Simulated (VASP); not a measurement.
# CsH: vibrations by perturbation theory with LDA

CsH:

```
Cs H
1.0
     0.00000    2.76391    2.76391
     2.76391    0.00000    2.76391
     2.76391    2.76391    0.00000
Cs H
1 1
Direct
  0.00000 0.00000 0.00000
  0.50000 0.50000 0.50000
```

| Item | Value |
| --- | --- |
| Program | VASP 6.6.1 |
| Task | vibrations by perturbation theory |
| Functional | LDA |
| Potentials or basis | VASP PAW LDA potentials, release 64 (Cs_sv, H) |
| Cutoff | 520 eV |
| k mesh | 8 × 8 × 8 |
| Occupations | gaussian, width 0.01 eV |
| Spin | no spin polarisation |
| Dipole correction | no |
| Further INCAR settings | ALGO = Normal; EDIFF = 1e-08; NBANDS = 12; IBRION = 8; NSW = 1 |

| Quantity | Value |
| --- | --- |
| Electronic dielectric tensor (diagonal) | 5.14 |
| Born charges (mean of the diagonal) | Cs +1.29; H -1.29 e |
| Highest phonon frequency at Γ, LO-TO splitting left out | 683 cm⁻¹ |

Phonon frequencies in cm⁻¹ (negative: imaginary):
| q point | frequencies |
| --- | --- |
| (0.000, 0.000, 0.000) | 0 0 0 683 683 683 |

Electronic dielectric tensor:
```
5.14 0.00 0.00
0.00 5.14 0.00
0.00 0.00 5.14
```

Born effective charge tensors (e):
atom 1, Cs
```
1.29 0.00 0.00
0.00 1.29 0.00
0.00 0.00 1.29
```
atom 2, H
```
-1.29  0.00  0.00
 0.00 -1.29  0.00
 0.00  0.00 -1.29
```

Run time: 110 s on 1 thread of Intel(R) Xeon(R) 6975P-C (Granite Rapids) (shared host), peak memory 0.22 GiB.

Caveat: the cell wasn't relaxed at this level first, which shifts response properties.
